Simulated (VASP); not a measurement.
# LiRu12 (a cell with a defect) in VASP: single point with r2SCAN+D3(BJ)

Aim: the single point of LiRu12 (a cell with a defect) with r2SCAN+D3(BJ).

Everything below comes from runs of VASP 6.6.1. Logs are shortened: lines on timing, memory, paths and dates and some standing lists are left out, and cuts for length are marked.

**1. The cell of the first run**

The cell holds a defect, 13 atoms: a = 5.400 Å, b = 8.100 Å, c = 4.277 Å, α = 90.00°, β = 90.00°, γ = 120.00°.

**2. Single point, r2SCAN+D3(BJ)**

POSCAR

```
LiRu12
1.0
    5.4000000000      0.0000000000      0.0000000000
   -4.0500000000      7.0148060000      0.0000000000
    0.0000000000      0.0000000000      4.2768000000
Ru Li
12 1
Direct
   -0.0286113156     -0.0122974013      0.0292512618
    0.1556650761      0.2326103249      0.4713500684
    0.0047658997      0.3377892050     -0.0161088031
    0.1672062780      0.5567723168      0.5093681134
   -0.0016966984      0.6657809974     -0.0138339773
    0.1518014887      0.8685320410      0.4704016903
    0.5118481480     -0.0085857493      0.0272808894
    0.6930031815      0.2337999274      0.4752847104
    0.5147557986      0.3515065780      0.0267382835
    0.6674314445      0.5562858367      0.5125375178
    0.4985365342      0.6650198464     -0.0098894931
    0.6610845862      0.8841427798      0.5169105413
    0.3270320786      0.1081538972      0.7486363970
```

INCAR.step1

```
SYSTEM = LiRu12
PREC     = Accurate       ! precision mode
ENCUT    = 520            ! plane-wave cutoff, eV
ISMEAR   = -1             ! smearing method
SIGMA    = 0.1            ! smearing width, eV
LREAL    = .FALSE.        ! projectors in reciprocal space
LASPH    = .TRUE.         ! aspherical terms in the spheres
NELM     = 80             ! most SCF steps
NBANDS   = 98             ! bands
GGA      = PE             ! functional
ALGO     = Normal         ! electronic algorithm
EDIFF    = 1E-4           ! SCF threshold, eV
LWAVE    = .TRUE.         ! write WAVECAR
LCHARG   = .FALSE.        ! write CHGCAR
```

INCAR.step2

```
SYSTEM = LiRu12
PREC     = Accurate       ! precision mode
ENCUT    = 520            ! plane-wave cutoff, eV
EDIFF    = 1E-7           ! SCF threshold, eV
ISMEAR   = -1             ! smearing method
SIGMA    = 0.1            ! smearing width, eV
LREAL    = .FALSE.        ! projectors in reciprocal space
LASPH    = .TRUE.         ! aspherical terms in the spheres
NELM     = 80             ! most SCF steps
ALGO     = Normal         ! electronic algorithm
ISIF     = 2              ! what is computed and relaxed
LWAVE    = .FALSE.        ! write WAVECAR
LCHARG   = .TRUE.         ! write CHGCAR
METAGGA  = R2SCAN         ! meta-GGA
LMIXTAU  = .TRUE.       
IVDW     = 12             ! dispersion correction
VDW_S6   = 1.0          
VDW_S8   = 0.78981345   
VDW_A1   = 0.49484001   
VDW_A2   = 5.73083694   
LELF     = .TRUE.         ! ELF
LVHAR    = .TRUE.       
NBANDS   = 98             ! bands
ISTART   = 1
```

KPOINTS

```
Automatic mesh
0
G
  2 2 3
  0 0 0
```

Potentials or basis: VASP PAW PBE potentials, release 64 (Ru_pv, Li_sv).

The run is started by

```console
> cat potpaw_PBE.64/Ru_pv/POTCAR potpaw_PBE.64/Li_sv/POTCAR > POTCAR
> cp INCAR.step1 INCAR
> mpirun -np 1 vasp_std > vasp.out
> cp INCAR.step2 INCAR
> mpirun -np 1 vasp_std > vasp.out
```

OUTCAR:

```text
SYSTEM = LiRu12
   PREC = Accurate
   ENCUT = 520
   EDIFF = 1E-7
   ISMEAR = -1
   LREAL = .FALSE.
   LASPH = .TRUE.
   NELM = 80
   ISIF = 2
   METAGGA = R2SCAN
   IVDW = 12
   ISTART = 1
 IVDW          = 12

 ion  position               nearest neighbor table
   1  0.971  0.988  0.029-  13 2.05   7 2.50   6 2.53  12 2.54   2 2.55  11 2.59  12 2.63   5 2.69
                             3 2.76   7 2.90   6 2.92   2 2.94   9 2.94
   2  0.156  0.233  0.471-  13 2.05   8 2.50   3 2.54   9 2.54   1 2.55   4 2.60   3 2.62  10 2.70
                            12 2.76   8 2.90   9 2.91   6 2.94   1 2.94
   3  0.005  0.338  0.984-   2 2.54   4 2.55   8 2.56   8 2.62   2 2.62  11 2.66   5 2.67   9 2.71
                             9 2.71   4 2.72   7 2.74   1 2.76
   4  0.167  0.557  0.509-   3 2.55   5 2.56   6 2.57  11 2.57   8 2.59   2 2.60  12 2.66  10 2.70
                            10 2.70  11 2.71   3 2.72   5 2.72
   5  0.998  0.666  0.986-   6 2.51  10 2.55   4 2.56   9 2.58   6 2.62   3 2.67   1 2.69  11 2.70
                            11 2.70   7 2.71   4 2.72  10 2.73
   6  0.152  0.869  0.470-  13 2.06   5 2.51   1 2.53   7 2.54   4 2.57  10 2.58   5 2.62  12 2.70
                            12 2.72   7 2.92   1 2.92   2 2.94   8 2.94
   7  0.512  0.991  0.027-  13 2.06   1 2.50   6 2.54  12 2.55   8 2.56  11 2.61  12 2.62   5 2.71
                             3 2.74   1 2.90   9 2.91   8 2.91   6 2.92
   8  0.693  0.234  0.475-  13 2.07   2 2.50   9 2.54   3 2.56   7 2.56   4 2.59   3 2.62  10 2.69
                            12 2.76   9 2.88   2 2.90   7 2.91   6 2.94
   9  0.515  0.352  0.027-  13 2.08  10 2.53   8 2.54   2 2.54   5 2.58  11 2.59  10 2.63   3 2.71
                             3 2.71   8 2.88   7 2.91   2 2.91   1 2.94
  10  0.667  0.556  0.513-   9 2.53   5 2.55  11 2.57   6 2.58   9 2.63  12 2.67   8 2.69   4 2.70
                             2 2.70   4 2.70  11 2.72   5 2.73
  11  0.499  0.665  0.990-  12 2.54  10 2.57   4 2.57   9 2.59   1 2.59   7 2.61   3 2.66   5 2.70
                             5 2.70   4 2.71  10 2.72  12 2.73
  12  0.661  0.884  0.517-   1 2.54  11 2.54   7 2.55   7 2.62   1 2.63   4 2.66  10 2.67   6 2.70
                             6 2.72  11 2.73   8 2.76   2 2.76
  13  0.327  0.108  0.749-   1 2.05   2 2.05   6 2.06   7 2.06   8 2.07   9 2.08

  LATTYP: Found a simple monoclinic cell.
 ALAT       =     5.4000000000
 B/A-ratio  =     0.7920000000
 C/A-ratio  =     1.3228756972
 COS(beta)  =    -0.1889822305

  Lattice vectors:

 A1 = (   5.4000000000,   0.0000000000,   0.0000000000)
 A2 = (   0.0000000000,   0.0000000000,   4.2768000000)
 A3 = (  -1.3500000000,  -7.0148060000,   0.0000000000)

Analysis of symmetry for initial positions (statically):
=====================================================================
 Subroutine PRICEL returns:
 Original cell was already a primitive cell.

 Routine SETGRP: Setting up the symmetry group for a
 simple monoclinic supercell.
[... 144 lines left out ...]
     AMIX_MAG =   1.60;   BMIX_MAG =  1.00
  volume/ion in A,a.u.               =      12.46        84.10
  Fermi-wavevector in a.u.,A,eV,Ry     =   1.666853  3.149896 37.802432  2.778400
  Thomas-Fermi vector in A             =   2.752977
   LORBIT       =      0    0 simple, 1 ext, 2 COOP (PROOUT), +10 PAW based schemes
   METAGGA = R2SCAN    functional components
   LHFCALC =     F    Hartree Fock is set to
   AEXX    =    0.0000 exact exchange contribution
   IVDW    =    12    specifies the selected vdW correction
   LEPSILON=     F    determine dielectric tensor
   LRPA    =     F    only Hartree local field effects (RPA)
 non-spin polarized calculation
  energy-cutoff  :      520.00
  volume of cell :      162.00
 maximum number of plane-waves:      4394
   NGX = 21   NGY = 31   NGZ = 15

 number of electron     170.9999996 magnetization

 Free energy of the ion-electron system (eV)
  ---------------------------------------------------
  ext. energy  EPLUGINS =         0.00000000
  ---------------------------------------------------
  free energy    TOTEN  =      -302.93628750 eV

  energy without entropy =     -302.61641837  energy(sigma->0) =     -302.77635294

 E-fermi :  13.2227     XC(G=0): -15.5245

 val. band max:       13.2032176029   @ k =   0.5000   0.0000   0.3333
 cond. band min:      13.2282852176   @ k =   0.5000   0.5000   0.3333
 fundamental gap:      0.0250676148
 Fermi energy:        13.2227118023

 k-point     1 :       0.0000    0.0000    0.0000
  band No.  band energies     occupation
      1     -33.8432      2.00000
      2     -32.0011      2.00000
      3     -31.7627      2.00000
      4     -31.7544      2.00000
      5     -31.7212      2.00000
      6     -31.6946      2.00000
[... 789 lines left out ...]
     96      14.8582      0.00000
     97      14.9374      0.00000
 [bands above 97 left out]

------------------------ aborting loop because EDIFF is reached ----------------------------------------

 Edisp (eV)   -3.90176

 E8    (eV) :    -1.4039

  FORCE on cell =-STRESS in cart. coord.  units (eV):
  Direction    XX          YY          ZZ          XY          YZ          ZX
  --------------------------------------------------------------------------------------
  -------------------------------------------------------------------------------------
  Total      16.80532    20.05564    19.36392    -0.60926    -0.02750     0.27861
  in kB     166.19920   198.34385   191.50297    -6.02536    -0.27200     2.75533
  external pressure =      185.35 kB  Pullay stress =        0.00 kB

 VOLUME and BASIS-vectors are now :
 -----------------------------------------------------------------------------
  energy-cutoff  :      520.00
  volume of cell :      162.00
      direct lattice vectors                 reciprocal lattice vectors
     5.400000000  0.000000000  0.000000000     0.185185185  0.106916713  0.000000000
    -4.050000000  7.014806000  0.000000000     0.000000000  0.142555617  0.000000000
     0.000000000  0.000000000  4.276800000     0.000000000  0.000000000  0.233819678

 POSITION                                       TOTAL-FORCE (eV/Angst)
 -----------------------------------------------------------------------------------
      1.24530      6.92854      0.12510         0.015254      0.073781     -0.070911
     -0.10148      1.63172      2.01587         0.048226     -0.038443      0.072389
     -1.34231      2.36953      4.20791        -0.011067     -0.067367     -0.012506
     -1.35201      3.90565      2.17847        -0.011910     -0.032633      0.000343
      2.69442      4.67032      4.21763         0.033913     -0.009747      0.015303
     -2.69783      6.09258      2.01181        -0.031013      0.033046      0.086383
     -1.25125      6.95458      0.11667        -0.066855     -0.005429     -0.074296
      2.79533      1.64006      2.03270        -0.037694     -0.075153      0.045920
      1.35608      2.46575      0.11435         0.006313     -0.025380     -0.064280
      1.35117      3.90224      2.19202        -0.032169     -0.012061     -0.027091
     -0.00123      4.66499      4.23450         0.006589      0.015811      0.016674
     -0.01092      6.20209      2.21072        -0.002254      0.070659      0.012312
      1.32795      0.75868      3.20177         0.082667      0.072916     -0.000240
 -----------------------------------------------------------------------------------
    total drift:                                0.020462     -0.005218     -0.013563

  FREE ENERGIE OF THE ION-ELECTRON SYSTEM (eV)
  ---------------------------------------------------
  free  energy   TOTEN  =      -306.8380475053 eV

  energy  without entropy=     -306.5181783728  energy(sigma->0) =     -306.67811294
```

OSZICAR.step1:

```text
N       E                     dE             d eps       ncg     rms          rms(c)
DAV:   1     0.234808416526E+04    0.23481E+04   -0.10123E+05  1568   0.197E+03
DAV:   2     0.272170122675E+01   -0.23454E+04   -0.22953E+04  1606   0.629E+02
DAV:   3    -0.109702806767E+03   -0.11242E+03   -0.10674E+03  2094   0.128E+02
DAV:   4    -0.116705748452E+03   -0.70029E+01   -0.68007E+01  2390   0.225E+01
DAV:   5    -0.116894316204E+03   -0.18857E+00   -0.18725E+00  1904   0.360E+00    0.488E+01
DAV:   6    -0.114351984271E+03    0.25423E+01   -0.64356E+01  1972   0.422E+01    0.283E+01
DAV:   7    -0.114549637147E+03   -0.19765E+00   -0.94183E+01  2078   0.444E+01    0.225E+01
DAV:   8    -0.108473026187E+03    0.60766E+01   -0.23421E+01  2058   0.225E+01    0.755E+00
DAV:   9    -0.107988548111E+03    0.48448E+00   -0.51767E+00  2074   0.107E+01    0.326E+00
DAV:  10    -0.107892528570E+03    0.96020E-01   -0.53955E-01  2028   0.444E+00    0.142E+00
DAV:  11    -0.107896820039E+03   -0.42915E-02   -0.12754E-01  2024   0.220E+00    0.138E+00
DAV:  12    -0.107880560800E+03    0.16259E-01   -0.82756E-02  2004   0.193E+00    0.572E-01
DAV:  13    -0.107880953352E+03   -0.39255E-03   -0.19703E-02  2088   0.959E-01    0.459E-01
DAV:  14    -0.107879112697E+03    0.18407E-02   -0.86704E-03  2038   0.677E-01    0.154E-01
DAV:  15    -0.107879352436E+03   -0.23974E-03   -0.25675E-03  2040   0.340E-01    0.150E-01
DAV:  16    -0.107879200721E+03    0.15171E-03   -0.10757E-03  1702   0.236E-01    0.371E-02
DAV:  17    -0.107879201078E+03   -0.35651E-06   -0.99950E-05  1064   0.634E-02
   1 F= -.10787920E+03 E0= -.10770832E+03  d E =-.341760E+00
```

Wall time 14 min (1 thread of AMD EPYC 7R43 (Zen 3), shared host); peak memory 0.3 GiB.

What came out:

- Free energy: -306.8380 eV
- Largest force: 0.110 eV/Å
- Band gap on the k mesh: zero (an odd number of electrons rules out a gap without spin polarisation)
- Dispersion energy per atom: -0.300 eV

Forces on the atoms (eV/Å):
```
Ru   0.015  0.074 -0.071
Ru   0.048 -0.038  0.072
Ru  -0.011 -0.067 -0.013
Ru  -0.012 -0.033  0.000
Ru   0.034 -0.010  0.015
Ru  -0.031  0.033  0.086
Ru  -0.067 -0.005 -0.074
Ru  -0.038 -0.075  0.046
Ru   0.006 -0.025 -0.064
Ru  -0.032 -0.012 -0.027
Ru   0.007  0.016  0.017
Ru  -0.002  0.071  0.012
Li   0.083  0.073  0.000
```

Caveat: the k points lie up to 0.59 Å⁻¹ apart, too coarse for converged energies and pressures of a metal; the cutoff is under 1.25 times the usual one of these potentials, so pressure, stress and relaxed cells hold a basis-set (Pulay) error; the PAW data sets were made with another functional, which shifts forces and pressure a little.

The gap in the log of VASP goes by the Fermi energy; the results here count the filled bands.